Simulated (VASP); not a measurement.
# MgH2 (P1) in VASP: further runs

MgH2 is run at these levels: PBEsol; tasks: single point.

Everything below comes from runs of VASP 6.6.1. Logs are shortened: lines on timing, memory, paths and dates and some standing lists are left out, and cuts for length are marked.

## Step 1: The cell of the first run

The typed cell holds 3 atoms: a = 3.367 Å, b = 3.367 Å, c = 3.367 Å, α = 60.00°, β = 60.00°, γ = 60.00°.

## Step 2: Single point, PBEsol

INCAR reads:

```
ALGO = Normal
EDIFF = 1E-6
ENCUT = 600
GGA = PS
GGA_COMPAT = F
ISIF = 2
ISMEAR = -1
LASPH = T
LCHARG = T
LELF = T
LREAL = F
LVHAR = T
LWAVE = F
NBANDS = 9
NELM = 120
PREC = Accurate
SIGMA = 0.05
```

KPOINTS reads:

```
k-points
0
Gamma
  5 5 5
```

POSCAR reads:

```
MgH2
1.0
    0.0000000000      2.3810670000      2.3810670000
    2.3810670000      0.0000000000      2.3810670000
    2.3810670000      2.3810670000      0.0000000000
Mg H
1 2
Direct
   -0.0040479604      0.0035439033      0.0041173605
    0.7713171485      0.7309322907      0.7215601297
    0.3262886588      0.1836158736      0.1791606169
```

Potentials or basis: VASP PAW PBE potentials, release 64 (Mg, H).

Run with:

```bash
$ cat potpaw_PBE.64/Mg/POTCAR potpaw_PBE.64/H/POTCAR > POTCAR
$ mpirun -np 1 vasp_std > vasp.out
```

OUTCAR:

```text
EDIFF = 1E-6
   ENCUT = 600
   GGA = PS
   ISIF = 2
   ISMEAR = -1
   LASPH = T
   LREAL = F
   NELM = 120
   PREC = Accurate

 ion  position               nearest neighbor table
   1  0.996  0.004  0.004-   3 1.86   3 1.91   2 1.97   2 2.00   2 2.13   2 2.15   3 2.27
   2  0.771  0.731  0.722-   1 1.97   1 2.00   1 2.13   1 2.15
   3  0.326  0.184  0.179-   1 1.86   1 1.91   1 2.27

  LATTYP: Found a face centered cubic cell.
 ALAT       =     4.7621340000

  Lattice vectors:

 A1 = (   0.0000000000,   2.3810670000,   2.3810670000)
 A2 = (   2.3810670000,   0.0000000000,   2.3810670000)
 A3 = (   2.3810670000,   2.3810670000,   0.0000000000)

Analysis of symmetry for initial positions (statically):
=====================================================================
 Subroutine PRICEL returns:
 Original cell was already a primitive cell.

 Routine SETGRP: Setting up the symmetry group for a
 face centered cubic supercell.

 Subroutine GETGRP returns: Found  1 space group operations
 (whereof  1 operations were pure point group operations)
 out of a pool of 48 trial point group operations.

The static configuration has the point symmetry C_1 .

Analysis of symmetry for dynamics (positions and initial velocities):
=====================================================================
 Subroutine PRICEL returns:
 Original cell was already a primitive cell.

 Routine SETGRP: Setting up the symmetry group for a
 face centered cubic supercell.

 Subroutine GETGRP returns: Found  1 space group operations
 (whereof  1 operations were pure point group operations)
 out of a pool of 48 trial point group operations.

The dynamic configuration has the point symmetry C_1 .

 Subroutine INISYM returns: Found  1 space group operations
 (whereof  1 operations are pure point group operations),
 and found     1 'primitive' translations

----------------------------------------------------------------------------------------

                                     Primitive cell

  volume of cell :      26.9988

  direct lattice vectors                    reciprocal lattice vectors
     0.000000000  2.381067000  2.381067000    -0.209989891  0.209989891  0.209989891
     2.381067000  0.000000000  2.381067000     0.209989891 -0.209989891  0.209989891
     2.381067000  2.381067000  0.000000000     0.209989891  0.209989891 -0.209989891

  length of vectors
     3.367337244  3.367337244  3.367337244     0.363713160  0.363713160  0.363713160

  position of ions in fractional coordinates (direct lattice)
     0.995952040  0.003543903  0.004117360
     0.771317149  0.730932291  0.721560130
     0.326288659  0.183615874  0.179160617

  ion indices of the primitive-cell ions
   primitive index   ion index
                 1           1
                 2           2
                 3           3

----------------------------------------------------------------------------------------

 KPOINTS: k-points

Automatic generation of k-mesh.
 Grid dimensions read from file:
 generate k-points for:    5    5    5

 Generating k-lattice:

  Cartesian coordinates                     Fractional coordinates (reciprocal lattice)
    -0.041997978  0.041997978  0.041997978     0.200000000  0.000000000  0.000000000
     0.041997978 -0.041997978  0.041997978     0.000000000  0.200000000  0.000000000
     0.041997978  0.041997978 -0.041997978     0.000000000  0.000000000  0.200000000

  Length of vectors
     0.072742632  0.072742632  0.072742632

  Shift w.r.t. Gamma in fractional coordinates (k-lattice)
     0.000000000  0.000000000  0.000000000

 Subroutine IBZKPT returns following result:
 ===========================================

 Found     63 irreducible k-points:

 Following reciprocal coordinates:
            Coordinates               Weight
  0.000000  0.000000  0.000000      1.000000
  0.200000  0.000000  0.000000      2.000000
  0.000000  0.200000  0.000000      2.000000
  0.000000  0.000000  0.200000      2.000000
  0.200000  0.200000  0.200000      2.000000
  0.400000  0.000000  0.000000      2.000000
[... 16 lines left out ...]
  0.200000  0.400000  0.400000      2.000000
  0.400000  0.000000  0.200000      2.000000
 [... further k-points ...]
   k-points           NKPTS =     63   k-points in BZ     NKDIM =     63   number of bands    NBANDS=      9
   number of dos      NEDOS =    301   number of ions     NIONS =      3
   total plane-waves  NPLWV =  21952
   dimension x,y,z NGX =    28 NGY =   28 NGZ =   28
   dimension x,y,z NGXF=    56 NGYF=   56 NGZF=   56
   ions per type =               1   2
   NGX,Y,Z   is equivalent  to a cutoff of  13.82, 13.82, 13.82 a.u.
   NGXF,Y,Z  is equivalent  to a cutoff of  27.65, 27.65, 27.65 a.u.
 SYSTEM =  unknown system
   PREC   = accura    normal or accurate (medium, high low for compatibility)
   ISTART =      0    job   : 0-new  1-cont  2-samecut
   ICHARG =      2    charge: 1-file 2-atom 10-const
   ISPIN  =      1    spin polarized calculation?
   LNONCOLLINEAR =      F non collinear calculations
   LSORBIT =      F    spin-orbit coupling
   LASPH  =      T    aspherical Exc in radial PAW
   ENCUT  =  600.0 eV  44.10 Ry    6.64 a.u.   6.73  6.73  6.73*2*pi/ulx,y,z
   NELM   =    120;   NELMIN=  2; NELMDL= -5     # of ELM steps
   EDIFF  = 0.1E-05   stopping-criterion for ELM
   LREAL  =      F    real-space projection
   EDIFFG = 0.1E-04   stopping-criterion for IOM
   NSW    =      0    number of steps for IOM
   IBRION =     -1    ionic relax: 0-MD 1-quasi-New 2-CG
   NFREE  =      0    steps in history (QN), initial steepest desc. (CG)
   ISIF   =      2    stress and relaxation
   ISYM   =      2    0-nonsym 1-usesym 2-fastsym
   POTIM  = 0.5000    time-step for ionic-motion
   TEBEG  =    0.0;   TEEND  =   0.0 temperature during run
   PSTRESS=    0.0 pullay stress
   NELECT =       4.0000    total number of electrons
   NUPDOWN=      -1.0000    fix difference up-down
   EMIN   =  10.00;   EMAX   =-10.00  energy-range for DOS
   EFERMI =   0.00;   METHOD = LEGACY
   ISMEAR =    -1;   SIGMA  =   0.05  broadening in eV -4-tet -1-fermi 0-gaus
   EFERMI_NEDOS =   21; number of points for ismear=-14 and -15
   IALGO  =     38    algorithm
   IMIX   =      4    mixing-type and parameters
     AMIX     =   0.40;   BMIX     =  1.00
     AMIX_MAG =   1.60;   BMIX_MAG =  1.00
  volume/ion in A,a.u.               =       9.00        60.73
  Fermi-wavevector in a.u.,A,eV,Ry     =   0.866257  1.636988 10.209818  0.750400
  Thomas-Fermi vector in A             =   1.984619
   LORBIT       =      0    0 simple, 1 ext, 2 COOP (PROOUT), +10 PAW based schemes
   GGA     = PS    functional components
   LHFCALC =     F    Hartree Fock is set to
   AEXX    =    0.0000 exact exchange contribution
   IVDW    =     0    specifies the selected vdW correction
   LEPSILON=     F    determine dielectric tensor
   LRPA    =     F    only Hartree local field effects (RPA)
 non-spin polarized calculation
  energy-cutoff  :      600.00
  volume of cell :       27.00
 maximum number of plane-waves:       914
   NGX = 13   NGY = 13   NGZ = 13

 number of electron       4.0000000 magnetization

 Free energy of the ion-electron system (eV)
  ---------------------------------------------------
  ext. energy  EPLUGINS =         0.00000000
  ---------------------------------------------------
  free energy    TOTEN  =        -8.44661125 eV

  energy without entropy =       -8.44399083  energy(sigma->0) =       -8.44530104

 E-fermi :   2.8031     XC(G=0):  -9.0779

 val. band max:        2.4684767013   @ k =   0.2000   0.2000   0.0000
 cond. band min:       2.8659941213   @ k =   0.0000  -0.4000   0.4000
 fundamental gap:      0.3975174200
 Fermi energy:         2.8030719191

 k-point     1 :       0.0000    0.0000    0.0000
  band No.  band energies     occupation
      1      -7.0699      2.00000
      2       3.9489      0.00000
      3      11.9254      0.00000
      4      12.1933      0.00000
      5      12.2414      0.00000
      6      14.4947      0.00000
      7      14.6192      0.00000
      8      14.6478      0.00000
      9      15.8168      0.00000

 k-point     2 :       0.2000    0.0000    0.0000
  band No.  band energies     occupation
      1      -6.3404      2.00000
      2       2.3807      1.99957
      3       9.9328      0.00000
      4      11.5092      0.00000
      5      11.5640      0.00000
      6      13.1381      0.00000
      7      15.2643      0.00000
      8      15.4955      0.00000
      9      16.6236      0.00000

 k-point     3 :       0.0000    0.2000    0.0000
  band No.  band energies     occupation
      1      -6.3441      2.00000
      2       2.3831      1.99955
      3       9.8492      0.00000
      4      11.4585      0.00000
      5      11.5395      0.00000
      6      13.3371      0.00000
      7      15.1228      0.00000
      8      15.5721      0.00000
      9      16.7481      0.00000

 k-point     4 :       0.0000    0.0000    0.2000
  band No.  band energies     occupation
      1      -6.3435      2.00000
      2       2.3778      1.99960
      3       9.9038      0.00000
      4      11.4334      0.00000
      5      11.5070      0.00000
      6      13.3655      0.00000
      7      15.1291      0.00000
      8      15.5266      0.00000
      9      16.7618      0.00000

 k-point     5 :       0.2000    0.2000    0.2000
  band No.  band energies     occupation
      1      -6.3397      2.00000
      2       2.3705      1.99965
      3       9.9810      0.00000
      4      11.4404      0.00000
      5      11.5418      0.00000
      6      13.2127      0.00000
      7      15.2565      0.00000
      8      15.5176      0.00000
      9      16.5998      0.00000

 k-point     6 :       0.4000    0.0000    0.0000
  band No.  band energies     occupation
      1      -4.2479      2.00000
      2      -0.9893      2.00000
      3       9.1401      0.00000
      4      10.4736      0.00000
      5      11.4397      0.00000
      6      11.7026      0.00000
      7      12.6963      0.00000
      8      12.9933      0.00000
      9      20.5442      0.00000
[... 169 lines left out ...]
 k-point    21 :       0.0000    0.2000    0.4000
  band No.  band energies     occupation
      1      -4.4942      2.00000
      2       0.2861      2.00000
      3       6.6830      0.00000
      4       8.2437      0.00000
      5       8.8650      0.00000
      6      14.4014      0.00000
      7      15.7705      0.00000
      8      17.0555      0.00000
      9      17.6296      0.00000

 k-point    22 :      -0.2000    0.2000   -0.2000
  band No.  band energies     occupation
      1      -4.5167      2.00000
      2       0.3689      2.00000
      3       6.6802      0.00000
      4       8.0205      0.00000
      5       9.0804      0.00000
      6      14.3636      0.00000
      7      15.5612      0.00000
      8      17.0551      0.00000
      9      17.7671      0.00000

 k-point    23 :       0.2000    0.4000    0.4000
  band No.  band energies     occupation
      1      -4.4880      2.00000
      2       0.2747      2.00000
      3       6.9349      0.00000
      4       7.9179      0.00000
      5       8.8975      0.00000
      6      14.3820      0.00000
      7      15.8528      0.00000
      8      17.1338      0.00000
      9      17.6166      0.00000

 k-point    24 :       0.4000    0.0000    0.2000
  band No.  band energies     occupation
      1      -4.5098      2.00000
      2       0.3694      2.00000
      3       6.8964      0.00000
      4       7.8229      0.00000
      5       9.0275      0.00000
      6      14.2673      0.00000
      7      15.7779      0.00000
      8      17.0335      0.00000
      9      17.6665      0.00000

 [... further k-points ...]
[... 5 lines left out ...]
  --------------------------------------------------------------------------------------
  -------------------------------------------------------------------------------------
  Total        0.1600809      0.1263458      0.1232578     -0.0199205      0.2566745     -0.0733252
  in kB        9.4995971      7.4976765      7.3144263     -1.1821347     15.2317051     -4.3512982
  external PRESSURE =       8.1039000 kB  Pullay stress =       0.0000000 kB

 VOLUME and BASIS-vectors are now :
 -----------------------------------------------------------------------------
  energy-cutoff  :      600.00
  volume of cell :       27.00
      direct lattice vectors                 reciprocal lattice vectors
     0.000000000  2.381067000  2.381067000    -0.209989891  0.209989891  0.209989891
     2.381067000  0.000000000  2.381067000     0.209989891 -0.209989891  0.209989891
     2.381067000  2.381067000  0.000000000     0.209989891  0.209989891 -0.209989891

 POSITION                                       TOTAL-FORCE (eV/Angst)
 -----------------------------------------------------------------------------------
      0.01824      2.38123      2.37987        -0.691453      0.058356      0.119391
      3.45848      3.55464      3.57696        -0.122104      0.076125     -0.001210
      0.86380      1.20351      1.21412         0.813557     -0.134481     -0.118181
 -----------------------------------------------------------------------------------
    total drift:                                0.000187      0.000011     -0.000008

  FREE ENERGIE OF THE ION-ELECTRON SYSTEM (eV)
  ---------------------------------------------------
  free  energy   TOTEN  =        -8.4466112502 eV

  energy  without entropy=       -8.4439908258  energy(sigma->0) =       -8.44530104
```

It took 14 s on 1 thread of Intel Xeon Platinum 8375C at 2.90GHz (Ice Lake), shared host; peak memory 0.16 GiB.

Results:

- Free energy: -8.4466 eV
- Pressure: 0.8 GPa
- Largest force: 0.833 eV/Å
- Band gap on the k mesh: zero (bands 2 and 3 overlap by 1.08 eV)

Forces on the atoms (eV/Å):
```
Mg  -0.691  0.058  0.119
H   -0.122  0.076 -0.001
H    0.814 -0.134 -0.118
```

Caveat: the k points lie up to 0.46 Å⁻¹ apart, too coarse for converged energies and pressures of a metal; the PAW data sets were made with another functional, which shifts forces and pressure a little.

## Step 3: Single point, PBEsol

INCAR reads:

```
SYSTEM = MgH2
  PREC = Accurate
  ENCUT = 600
  EDIFF = 1E-6
  ISMEAR = -1
  SIGMA = 0.05
  LREAL = .False.
  LASPH = .True.
  NELM = 120
  ALGO = Normal
  ISIF = 2
  LWAVE = .False.
  LCHARG = .False.
  GGA = PS
  NBANDS = 9
  GGA_COMPAT = .False.
```

KPOINTS reads:

```
regular mesh
0
Gamma
  5 5 5
  0 0 0
```

POSCAR reads:

```
MgH2
1.0
    0.0000000000      2.3810670000      2.3810670000
    2.3810670000      0.0000000000      2.3810670000
    2.3810670000      2.3810670000      0.0000000000
Mg H
1 2
Direct
   -0.0043019010      0.0037767608      0.0043866951
    0.7736534802      0.7288124810      0.7190075423
    0.3300755337      0.1801208421      0.1752188007
```

Potentials or basis: VASP PAW PBE potentials, release 64 (Mg, H).

Run with:

```bash
$ cat potpaw_PBE.64/Mg/POTCAR potpaw_PBE.64/H/POTCAR > POTCAR
$ mpirun -np 1 vasp_std > vasp.out
```

Run time: 14 s. Hardware: 1 thread of Intel Xeon Platinum 8375C at 2.90GHz (Ice Lake), shared host; peak memory 0.17 GiB.

Results (log left out):

```
Free energy            : -8.4323 eV
Pressure               : 1.0 GPa
Largest force          : 0.867 eV/Å
Band gap on the k mesh : zero (bands 2 and 3 overlap by 1.07 eV)
```

Forces in eV/Å, atoms in the order of the input:
```
Mg  -0.731  0.062  0.128
H   -0.115  0.079 -0.004
H    0.846 -0.141 -0.124
```

Stress tensor (GPa, compression positive):
```
 1.16 -0.12 -0.46
-0.12  1.00  1.62
-0.46  1.62  0.98
```

Levels at points of the mesh, in eV from the Fermi level:
```tsv
k point	band 1	band 2	band 3	band 4	band 5	band 6
(0.00, 0.00, 0.00)	-9.87	1.13	9.12	9.40	9.45	11.68
```

Caveat: the k points lie up to 0.46 Å⁻¹ apart, too coarse for converged energies and pressures of a metal; the PAW data sets were made with another functional, which shifts forces and pressure a little.

## Step 4: Single point, PBEsol

INCAR reads:

```
PREC = Accurate
ENCUT = 600
EDIFF = 1E-6
ISMEAR = -1
SIGMA = 0.05
LREAL = False
LASPH = True
NELM = 120
ALGO = Normal
ISIF = 2
LWAVE = False
LCHARG = False
GGA = PS
NBANDS = 9
GGA_COMPAT = False
```

KPOINTS reads:

```
regular mesh
0
Gamma
  5 5 5
```

POSCAR reads:

```
MgH2
1.0
    0.0000000000      2.3810670000      2.3810670000
    2.3810670000      0.0000000000      2.3810670000
    2.3810670000      2.3810670000      0.0000000000
Mg H
1 2
Direct
   -0.0045367838      0.0039958511      0.0046395286
    0.7760861801      0.7265922668      0.7164376006
    0.3333065225      0.1770581646      0.1716922054
```

Run with:

```bash
$ cat potpaw_PBE.64/Mg/POTCAR potpaw_PBE.64/H/POTCAR > POTCAR
$ mpirun -np 1 vasp_std > vasp.out
```

Run time: 14 s. Hardware: 1 thread of Intel Xeon Platinum 8375C at 2.90GHz (Ice Lake), shared host; peak memory 0.17 GiB.

Results (log left out):

```yaml
Free_energy: -8.4193 eV
Pressure: 1.3 GPa
Largest_force: 0.892 eV/Å
Band_gap_on_the_k_mesh: zero (bands 2 and 3 overlap by 1.07 eV)
```

Forces in eV/Å, atoms in the order of the input:
```
Mg  -0.768  0.063  0.134
H   -0.104  0.081 -0.008
H    0.871 -0.144 -0.127
```

Stress tensor (GPa, compression positive):
```
 1.35 -0.11 -0.49
-0.11  1.25  1.69
-0.49  1.69  1.22
```

Levels at points of the mesh, in eV from the Fermi level:
```tsv
k point	band 1	band 2	band 3	band 4	band 5
(0.00, 0.00, 0.00)	-9.87	1.12	9.13	9.41	9.46
```

Caveat: the k points lie up to 0.46 Å⁻¹ apart, too coarse for converged energies and pressures of a metal; the PAW data sets were made with another functional, which shifts forces and pressure a little.

(Part 1 of 2 ends here.)
